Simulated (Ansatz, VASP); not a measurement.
# Two plane-wave programs on Te3W

```xyz
4
Lattice="5.2936 0.0000 0.0000 0.0000 5.2936 0.0000 0.0000 0.0000 5.2936" Properties=species:S:1:pos:R:3 pbc="T T T"
Te    0.0000    0.0000    2.6468
Te    0.0000    2.6468    0.0000
Te    2.6468    0.0000    0.0000
W     0.0000    0.0000    0.0000
```

Alike in both runs: task relaxation of cell and atoms; functional PBEsol; k mesh 8 × 8 × 8; occupations fermi-dirac, width 0.15 eV; no spin polarisation.

|  | VASP | Ansatz |
| --- | --- | --- |
| version | VASP 6.6.1 | Ansatz 0.2.0 |
| potentials or method | VASP PAW PBE potentials, release 64 (Te, W_sv), cutoff 600 eV | scalar-relativistic, plane waves, PAW |
| valence electrons in the cell | 32 | 62 |

Ansatz gave:

```
gap on the k mesh at the Fermi level, each at its own relaxed structure (eV) : none
relaxed volume (Å³/atom)                                                     : 37.19
relaxed cell length with the largest relative difference (Å)                 : 5.299
```

**Question.** What did VASP give for the same quantities?

**Answer.** gap on the k mesh at the Fermi level, each at its own relaxed structure (eV): none; relaxed volume (Å³/atom): 37.21; relaxed cell length with the largest relative difference (Å): 5.300.

VASP's potentials were made for PBE, not for PBEsol. A gap of «none» marks a metal or a gap that the smearing closes. VASP's potentials hold 32 valence electrons a cell and Ansatz's 62, so a difference there can come from the potentials and not from the codes.

Spin-orbit coupling is off throughout.
